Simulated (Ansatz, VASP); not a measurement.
Two plane-wave programs on Be2Cd2O

```
Be Cd O
1.0
     0.00000    3.00458    6.12777
     3.00365    0.00000    6.12777
     3.00365    3.00458    0.00000
Be Cd O
2 2 1
Cartesian
  3.0037 3.0046 1.4215
  3.0037 3.0046 10.8340
  4.5055 4.5069 9.1917
  1.5018 1.5023 3.0639
  0.0000 0.0000 0.0000
```

Change from the starting cell: species swapped into the EuFe2As2 type (Fmmm, No. 69).

Alike in both runs: functional PBE; k mesh 6 × 6 × 6; occupations gaussian, width 0.1 eV; no spin polarisation.

Ansatz relaxed the structure, and its values are those at the end. VASP's run is a single point on that final structure, the one shown.

|  | VASP | Ansatz |
| --- | --- | --- |
| version | VASP 6.6.1 | Ansatz 0.2.0 |
| potentials or method | VASP PAW PBE potentials, release 64 (Be, Cd, O), cutoff 520 eV | scalar-relativistic, plane waves, PAW |
| valence electrons in the cell | 34 | 50 |

|  | VASP | Ansatz | Ansatz less VASP |
| --- | --- | --- | --- |
| gap on the k mesh at the Fermi level (eV) | none | none | - |
| pressure (GPa) | 0.2 | 0.2 | 0.00 |
| rms of the force components (eV/Å) | 0.027 | 0.006 | -0.0209 |

A gap of «none» marks a metal or a gap that the smearing closes. VASP's potentials hold 34 valence electrons a cell and Ansatz's 50, so a difference there can come from the potentials and not from the codes.
